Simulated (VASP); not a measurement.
# Br (P6/mmm) in VASP: a series of runs

The runs below take Br through single point, with PBE.

Everything below comes from runs of VASP 6.6.1. Logs are shortened: lines on timing, memory, paths and dates and some standing lists are left out, and cuts for length are marked.

### Step 1. The cell of the first run

It takes space group P6/mmm (No. 191, hexagonal). The conventional cell has a = 3.376 Å, b = 3.376 Å, c = 2.530 Å, α = 90.00°, β = 90.00°, γ = 120.00°. Br (site symmetry 6/mmm) has 2 Br at 2.53 Å within 3.3 Å.

### Step 2. Single point, PBE

INCAR reads:

```
PREC = Accurate
ENCUT = 520
EDIFF = 1E-6
ISMEAR = -1
SIGMA = 0.1
LREAL = False
LASPH = True
NELM = 100
ALGO = Normal
ISIF = 2
LWAVE = False
LCHARG = False
GGA = PE
NBANDS = 10
```

KPOINTS reads:

```
Automatic mesh
0
Gamma
  15 15 14
```

POSCAR reads:

```
Br
1.0
    3.3764045282      0.0000000000      0.0000000000
   -1.6882022641      2.9240520949      0.0000000000
    0.0000000000      0.0000000000      2.5303783706
Br
1
Direct
    0.0000000000      0.0000000000      0.0000000000
```

Potentials or basis: VASP PAW PBE potentials, release 64 (Br).

On the command line:

```
$ cat potpaw_PBE.64/Br/POTCAR > POTCAR
$ mpirun -np 1 vasp_std > vasp.out
```

OUTCAR:

```text
PREC = Accurate
   ENCUT = 520
   EDIFF = 1E-6
   ISMEAR = -1
   LREAL = False
   LASPH = True
   NELM = 100
   ISIF = 2
   GGA = PE

 ion  position               nearest neighbor table
   1  0.000  0.000  0.000-

  LATTYP: Found a hexagonal cell.
 ALAT       =     3.3764045282
 C/A-ratio  =     0.7494298593

  Lattice vectors:

 A1 = (   3.3764045282,   0.0000000000,   0.0000000000)
 A2 = (  -1.6882022641,   2.9240520949,   0.0000000000)
 A3 = (   0.0000000000,   0.0000000000,   2.5303783706)

Analysis of symmetry for initial positions (statically):
=====================================================================
 Subroutine PRICEL returns:
 Original cell was already a primitive cell.

 Routine SETGRP: Setting up the symmetry group for a
 hexagonal supercell.

 Subroutine GETGRP returns: Found 24 space group operations
 (whereof 24 operations were pure point group operations)
 out of a pool of 24 trial point group operations.

The static configuration has the point symmetry D_6h.

Analysis of symmetry for dynamics (positions and initial velocities):
=====================================================================
 Subroutine PRICEL returns:
 Original cell was already a primitive cell.

 Routine SETGRP: Setting up the symmetry group for a
 hexagonal supercell.

 Subroutine GETGRP returns: Found 24 space group operations
 (whereof 24 operations were pure point group operations)
 out of a pool of 24 trial point group operations.

The dynamic configuration has the point symmetry D_6h.

 Subroutine INISYM returns: Found 24 space group operations
 (whereof 24 operations are pure point group operations),
 and found     1 'primitive' translations

----------------------------------------------------------------------------------------

                                     Primitive cell

  volume of cell :      24.9819

  direct lattice vectors                    reciprocal lattice vectors
     3.376404528  0.000000000  0.000000000     0.296173042  0.170995586  0.000000000
    -1.688202264  2.924052095  0.000000000     0.000000000  0.341991171  0.000000000
     0.000000000  0.000000000  2.530378371     0.000000000  0.000000000  0.395197814

  length of vectors
     3.376404528  3.376404528  2.530378371     0.341991171  0.341991171  0.395197814

  position of ions in fractional coordinates (direct lattice)
     0.000000000  0.000000000  0.000000000

  ion indices of the primitive-cell ions
   primitive index   ion index
                 1           1

----------------------------------------------------------------------------------------

 KPOINTS: Automatic mesh

Automatic generation of k-mesh.
 Grid dimensions read from file:
 generate k-points for:   15   15   14

 Generating k-lattice:

  Cartesian coordinates                     Fractional coordinates (reciprocal lattice)
     0.019744869  0.011399706  0.000000000     0.066666667 -0.000000000  0.000000000
     0.000000000  0.022799411  0.000000000     0.000000000  0.066666667  0.000000000
     0.000000000  0.000000000  0.028228415     0.000000000  0.000000000  0.071428571

  Length of vectors
     0.022799411  0.022799411  0.028228415

  Shift w.r.t. Gamma in fractional coordinates (k-lattice)
     0.000000000  0.000000000  0.000000000

 Subroutine IBZKPT returns following result:
 ===========================================

 Found    216 irreducible k-points:

 Following reciprocal coordinates:
            Coordinates               Weight
  0.000000  0.000000  0.000000      1.000000
  0.066667 -0.000000  0.000000      6.000000
  0.133333 -0.000000  0.000000      6.000000
  0.200000 -0.000000  0.000000      6.000000
  0.266667 -0.000000  0.000000      6.000000
  0.333333 -0.000000  0.000000      6.000000
[... 16 lines left out ...]
  0.333333  0.200000  0.000000     12.000000
  0.400000  0.200000  0.000000      6.000000
 [... further k-points ...]
   k-points           NKPTS =    216   k-points in BZ     NKDIM =    216   number of bands    NBANDS=     10
   number of dos      NEDOS =    301   number of ions     NIONS =      1
   total plane-waves  NPLWV =  15680
   dimension x,y,z NGX =    28 NGY =   28 NGZ =   20
   dimension x,y,z NGXF=    56 NGYF=   56 NGZF=   40
   ions per type =               1
   NGX,Y,Z   is equivalent  to a cutoff of  13.79, 13.79, 13.14 a.u.
   NGXF,Y,Z  is equivalent  to a cutoff of  27.57, 27.57, 26.28 a.u.
 SYSTEM =  unknown system
   PREC   = accura    normal or accurate (medium, high low for compatibility)
   ISTART =      0    job   : 0-new  1-cont  2-samecut
   ICHARG =      2    charge: 1-file 2-atom 10-const
   ISPIN  =      1    spin polarized calculation?
   LNONCOLLINEAR =      F non collinear calculations
   LSORBIT =      F    spin-orbit coupling
   LASPH  =      T    aspherical Exc in radial PAW
   ENCUT  =  520.0 eV  38.22 Ry    6.18 a.u.   6.28  6.28  4.70*2*pi/ulx,y,z
   NELM   =    100;   NELMIN=  2; NELMDL= -5     # of ELM steps
   EDIFF  = 0.1E-05   stopping-criterion for ELM
   LREAL  =      F    real-space projection
   EDIFFG = 0.1E-04   stopping-criterion for IOM
   NSW    =      0    number of steps for IOM
   IBRION =     -1    ionic relax: 0-MD 1-quasi-New 2-CG
   NFREE  =      0    steps in history (QN), initial steepest desc. (CG)
   ISIF   =      2    stress and relaxation
   ISYM   =      2    0-nonsym 1-usesym 2-fastsym
   POTIM  = 0.5000    time-step for ionic-motion
   TEBEG  =    0.0;   TEEND  =   0.0 temperature during run
   PSTRESS=    0.0 pullay stress
   NELECT =       7.0000    total number of electrons
   NUPDOWN=      -1.0000    fix difference up-down
   EMIN   =  10.00;   EMAX   =-10.00  energy-range for DOS
   EFERMI =   0.00;   METHOD = LEGACY
   ISMEAR =    -1;   SIGMA  =   0.10  broadening in eV -4-tet -1-fermi 0-gaus
   EFERMI_NEDOS =   21; number of points for ismear=-14 and -15
   IALGO  =     38    algorithm
   IMIX   =      4    mixing-type and parameters
     AMIX     =   0.40;   BMIX     =  1.00
     AMIX_MAG =   1.60;   BMIX_MAG =  1.00
  volume/ion in A,a.u.               =      24.98       168.59
  Fermi-wavevector in a.u.,A,eV,Ry     =   1.071271  2.024408 15.614326  1.147621
  Thomas-Fermi vector in A             =   2.207006
   LORBIT       =      0    0 simple, 1 ext, 2 COOP (PROOUT), +10 PAW based schemes
   GGA     = PE    functional components
[... 5 lines left out ...]
 non-spin polarized calculation
  energy-cutoff  :      520.00
  volume of cell :       24.98
 maximum number of plane-waves:       694
 NGX is ok and might be reduce to    28

 number of electron       6.9999999 magnetization

 Free energy of the ion-electron system (eV)
  ---------------------------------------------------
  ext. energy  EPLUGINS =         0.00000000
  ---------------------------------------------------
  free energy    TOTEN  =        -1.38994944 eV

  energy without entropy =       -1.37219187  energy(sigma->0) =       -1.38107065

 E-fermi :   2.6085     XC(G=0):  -9.3587

 val. band max:        2.5832430484   @ k =   0.2000   0.1333   0.4286
 cond. band min:       2.6104487556   @ k =   0.4000   0.0667   0.5000
 fundamental gap:      0.0272057073
 Fermi energy:         2.6085351734

 k-point     1 :       0.0000    0.0000    0.0000
  band No.  band energies     occupation
      1     -14.2216      2.00000
      2       1.3739      1.99999
      3       1.3739      1.99999
      4       6.2267      0.00000
      5       8.4803      0.00000
      6      13.3517      0.00000
      7      13.3517      0.00000
      8      14.5193      0.00000
      9      17.4962      0.00000
     10      26.2992      0.00000

 k-point     2 :       0.0667   -0.0000    0.0000
  band No.  band energies     occupation
      1     -14.1900      2.00000
      2       1.0982      2.00000
      3       1.3236      1.99999
      4       6.2455      0.00000
      5       8.7987      0.00000
      6      12.9878      0.00000
      7      13.5424      0.00000
      8      14.5651      0.00000
      9      18.1355      0.00000
     10      25.8529      0.00000

 k-point     3 :       0.1333   -0.0000    0.0000
  band No.  band energies     occupation
      1     -14.0987      2.00000
      2       0.4133      2.00000
      3       1.1862      2.00000
      4       6.2995      0.00000
      5       9.5268      0.00000
      6      12.3940      0.00000
      7      14.0998      0.00000
      8      14.6995      0.00000
      9      19.6381      0.00000
     10      24.9450      0.00000

 k-point     4 :       0.2000   -0.0000    0.0000
  band No.  band energies     occupation
      1     -13.9587      2.00000
      2      -0.4369      2.00000
      3       0.9951      2.00000
      4       6.3806      0.00000
      5       9.9826      0.00000
      6      12.4218      0.00000
      7      14.9133      0.00000
      8      14.9873      0.00000
      9      21.5799      0.00000
     10      24.0051      0.00000

 k-point     5 :       0.2667   -0.0000    0.0000
  band No.  band energies     occupation
      1     -13.7887      2.00000
      2      -1.2780      2.00000
      3       0.7901      2.00000
      4       6.4763      0.00000
      5       9.7429      0.00000
      6      13.4481      0.00000
      7      15.1939      0.00000
      8      16.1587      0.00000
      9      23.1681      0.00000
     10      23.7895      0.00000

 k-point     6 :       0.3333   -0.0000    0.0000
  band No.  band energies     occupation
      1     -13.6156      2.00000
      2      -2.0004      2.00000
      3       0.6063      2.00000
      4       6.5706      0.00000
      5       9.3347      0.00000
      6      14.7865      0.00000
      7      15.5734      0.00000
      8      17.5655      0.00000
      9      22.4956      0.00000
     10      24.8504      0.00000

 k-point     7 :       0.4000    0.0000    0.0000
  band No.  band energies     occupation
      1     -13.4721      2.00000
      2      -2.5283      2.00000
      3       0.4700      2.00000
      4       6.6462      0.00000
      5       9.0161      0.00000
      6      15.5276      0.00000
      7      16.4832      0.00000
      8      19.1484      0.00000
      9      22.0256      0.00000
     10      24.3191      0.00000

 k-point     8 :       0.4667    0.0000    0.0000
  band No.  band energies     occupation
      1     -13.3901      2.00000
      2      -2.8074      2.00000
      3       0.3978      2.00000
      4       6.6884      0.00000
      5       8.8488      0.00000
      6      15.7294      0.00000
      7      17.3869      0.00000
      8      20.7262      0.00000
      9      21.7838      0.00000
     10      23.4149      0.00000

 k-point     9 :       0.0667    0.0667    0.0000
  band No.  band energies     occupation
      1     -14.1285      2.00000
      2       0.6332      2.00000
      3       1.2163      2.00000
      4       6.2819      0.00000
      5       9.3402      0.00000
      6      12.4822      0.00000
      7      13.9494      0.00000
      8      14.6556      0.00000
      9      19.1799      0.00000
     10      25.2109      0.00000
[... 118 lines left out ...]
 k-point    19 :       0.3333    0.1333    0.0000
  band No.  band energies     occupation
      1     -13.4289      2.00000
      2      -2.4097      2.00000
      3      -0.1228      2.00000
      4       6.6693      0.00000
      5      10.1498      0.00000
      6      14.9291      0.00000
      7      15.8160      0.00000
      8      20.2552      0.00000
      9      22.1496      0.00000
     10      23.3485      0.00000

 k-point    20 :       0.4000    0.1333    0.0000
  band No.  band energies     occupation
      1     -13.3535      2.00000
      2      -2.6448      2.00000
      3      -0.2354      2.00000
      4       6.7080      0.00000
      5       9.9987      0.00000
      6      15.7094      0.00000
      7      16.2324      0.00000
      8      21.1659      0.00000
      9      21.9514      0.00000
     10      22.1194      0.00000

 k-point    21 :       0.2000    0.2000    0.0000
  band No.  band energies     occupation
      1     -13.5744      2.00000
      2      -1.8196      2.00000
      3      -0.0667      2.00000
      4       6.5932      0.00000
      5      11.4592      0.00000
      6      12.3584      0.00000
      7      15.5102      0.00000
      8      18.8820      0.00000
      9      22.6673      0.00000
     10      24.7182      0.00000

 k-point    22 :       0.2667    0.2000    0.0000
  band No.  band energies     occupation
      1     -13.4390      2.00000
      2      -2.1642      2.00000
      3      -0.4680      2.00000
      4       6.6646      0.00000
      5      11.3739      0.00000
      6      13.4366      0.00000
      7      15.7269      0.00000
      8      20.3124      0.00000
      9      22.3766      0.00000
     10      23.2822      0.00000

 k-point    23 :       0.3333    0.2000    0.0000
  band No.  band energies     occupation
      1     -13.3433      2.00000
      2      -2.3897      2.00000
      3      -0.7339      2.00000
      4       6.7139      0.00000
      5      11.2238      0.00000
      6      14.6819      0.00000
      7      15.8430      0.00000
      8      20.7179      0.00000
      9      22.1990      0.00000
     10      22.3934      0.00000

 k-point    24 :       0.4000    0.2000    0.0000
  band No.  band energies     occupation
      1     -13.3087      2.00000
      2      -2.4687      2.00000
      3      -0.8261      2.00000
      4       6.7315      0.00000
      5      11.1678      0.00000
      6      15.4158      0.00000
      7      15.7622      0.00000
      8      20.2686      0.00000
      9      22.1394      0.00000
     10      22.5135      0.00000

 [... further k-points ...]

------------------------ aborting loop because EDIFF is reached ----------------------------------------

  FORCE on cell =-STRESS in cart. coord.  units (eV):
  Direction    XX          YY          ZZ          XY          YZ          ZX
  --------------------------------------------------------------------------------------
  -------------------------------------------------------------------------------------
  Total        1.3056121      1.3056121      1.3121748      0.0000000     -0.0000000      0.0000000
  in kB       83.7335901     83.7335901     84.1544766      0.0000000     -0.0000000      0.0000000
  external PRESSURE =      83.8738856 kB  Pullay stress =       0.0000000 kB

 VOLUME and BASIS-vectors are now :
 -----------------------------------------------------------------------------
  energy-cutoff  :      520.00
  volume of cell :       24.98
      direct lattice vectors                 reciprocal lattice vectors
     3.376404528  0.000000000  0.000000000     0.296173042  0.170995586  0.000000000
    -1.688202264  2.924052095  0.000000000     0.000000000  0.341991171  0.000000000
     0.000000000  0.000000000  2.530378371     0.000000000  0.000000000  0.395197814

 POSITION                                       TOTAL-FORCE (eV/Angst)
 -----------------------------------------------------------------------------------
      0.00000      0.00000      0.00000         0.000000      0.000000      0.000000
 -----------------------------------------------------------------------------------
    total drift:                                0.000000      0.000000      0.000000

  FREE ENERGIE OF THE ION-ELECTRON SYSTEM (eV)
  ---------------------------------------------------
  free  energy   TOTEN  =        -1.3899494361 eV

  energy  without entropy=       -1.3721918733  energy(sigma->0) =       -1.38107065
```

Run time: 17 s. Hardware: 1 thread of Intel Xeon 6975P-C (Granite Rapids), shared host; peak memory 0.17 GiB.

What came out:

| Item | Value |
| --- | --- |
| Free energy | -1.3899 eV |
| Pressure | 8.4 GPa |

Caveat: an odd number of electrons without spin polarisation forces a metal; a magnetic or distorted state may lie lower.

### Step 3. Single point, PBE

INCAR reads:

```
SYSTEM = Br
PREC     = Accurate       ! precision mode
ENCUT    = 520            ! plane-wave cutoff, eV
EDIFF    = 1E-6           ! SCF threshold, eV
ISMEAR   = -1             ! smearing method
SIGMA    = 0.1            ! smearing width, eV
LREAL    = .False.        ! projectors in reciprocal space
LASPH    = .True.         ! aspherical terms in the spheres
NELM     = 60             ! most SCF steps
ALGO     = Normal         ! electronic algorithm
ISIF     = 2              ! what is computed and relaxed
LWAVE    = .False.        ! write WAVECAR
LCHARG   = .False.        ! write CHGCAR
GGA      = PE             ! functional
NBANDS   = 10             ! bands
```

KPOINTS reads:

```
Automatic mesh
0
Gamma
  15 15 14
  0 0 0
```

POSCAR reads:

```
Br
1.0
    3.3764045282      0.0000000000      0.0000000000
   -1.6882022641      2.9240520948      0.0000000000
    0.0000000000      0.0000000000      2.5303783706
Br
1
Direct
    0.0000000000      0.0000000000      0.0000000000
```

Potentials or basis: VASP PAW PBE potentials, release 64 (Br).

On the command line:

```
$ cat potpaw_PBE.64/Br/POTCAR > POTCAR
$ mpirun -np 1 vasp_std > vasp.out
```

Wall time 18 s (1 thread of Intel Xeon 6975P-C (Granite Rapids), shared host); peak memory 0.17 GiB.

It converged, with:

```yaml
Free_energy: -1.3899 eV
Pressure: 8.4 GPa
```

Levels at points of the mesh, in eV from the Fermi level:
```
           k point  band 1  band 2  band 3  band 4  band 5  band 6  band 7
(0.00, 0.00, 0.00)  -16.83   -1.23   -1.23    3.62    5.87   10.74   10.74
(0.00, 0.00, 0.50)  -13.67   -7.21    0.92    0.92   11.10   11.68   12.13
```

Caveat: an odd number of electrons without spin polarisation forces a metal; a magnetic or distorted state may lie lower.

(Part 1 of 2 ends here.)
